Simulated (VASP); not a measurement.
**NaCl: relaxation of cell and atoms with LDA**

NaCl:

```
Na Cl
1.0
     0.00000    2.84709    2.84709
     2.84709    0.00000    2.84709
     2.84709    2.84709    0.00000
Na Cl
1 1
Direct
  0.00000 0.00000 0.00000
  0.50000 0.50000 0.50000
```

```json
{
 "Program": "VASP 6.6.1",
 "Task": "relaxation of cell and atoms",
 "Functional": "LDA",
 "Potentials or basis": "VASP PAW LDA potentials, release 64 (Na_pv, Cl)",
 "Cutoff": "600 eV",
 "k mesh": "8 × 8 × 8",
 "Occupations": "gaussian, width 0.02 eV",
 "Spin": "no spin polarisation",
 "Dipole correction": "no",
 "Further INCAR settings": "ALGO = Normal; EDIFF = 1e-06; IBRION = 2; EDIFFG = -0.005; NSW = 70; ISIF = 3"
}
```

```
Relaxed volume                        : 20.44 Å³/atom
Relaxed cell                          : a = 3.867 Å, b = 3.867 Å, c = 3.867 Å, α = 60.00°, β = 60.00°, γ = 60.00°
Space group after relaxing (to 0.1 Å) : Fm-3m (No. 225)
Energy gained by relaxing             : 27.6 meV/atom
Ionic steps                           : 13
Pressure after relaxing               : 0.0 GPa
Band gap on the k mesh                : 5.07 eV
```

Step by step:
| step | energy change (eV) | largest force (eV/Å) | pressure (GPa) | volume (Å³) |
| --- | --- | --- | --- | --- |
| 1 | 0.0000 | 0.0000 | -2.94 | 46.16 |
| 2 | -0.0409 | 0.0000 | -1.82 | 43.38 |
| 3 | -0.0490 | 0.0000 | 1.15 | 39.28 |
| 4 | -0.0553 | 0.0000 | 0.12 | 40.75 |
| 5 | -0.0553 | 0.0000 | -0.11 | 40.92 |
| 6 | -0.0553 | 0.0000 | -0.11 | 40.92 |
| 7 | -0.0553 | 0.0000 | -0.06 | 40.91 |
| 8 | -0.0553 | 0.0000 | -0.07 | 40.91 |
| 9 | -0.0553 | 0.0000 | -0.08 | 40.91 |
| 10 | -0.0553 | 0.0000 | -0.08 | 40.91 |
| 11 | -0.0553 | 0.0000 | -0.09 | 40.90 |
| 12 | -0.0553 | 0.0000 | -0.04 | 40.89 |
| 13 | -0.0553 | 0.0000 | -0.03 | 40.87 |

Final structure:
```xyz
2
Lattice="0.0000 2.7341 2.7341 2.7341 0.0000 2.7341 2.7341 2.7341 0.0000" Properties=species:S:1:pos:R:3 pbc="T T T"
Na    0.0000    0.0000    0.0000
Cl    2.7341    2.7341    2.7341
```

Levels at points of the mesh, in eV from the valence-band top:
```csv
k point,band 4,band 5,band 6,band 7,band 8,band 9,band 10,band 11
"(0.00, 0.00, 0.00)",-12.82,0.00,0.00,0.00,5.07,10.93,10.93,10.93
"(0.50, 0.00, 0.00)",-12.35,-2.33,-0.33,-0.33,7.05,10.89,10.89,11.03
"(0.50, 0.50, 0.00)",-12.30,-2.01,-0.72,-0.72,7.43,7.64,11.61,15.17
```

Wall time 89 s on 1 thread of Intel Xeon 8259CL, on a shared host, peak memory 0.16 GiB.

LDA usually gives volumes a few per cent too small. Zero-point motion and thermal expansion aren't in these numbers.
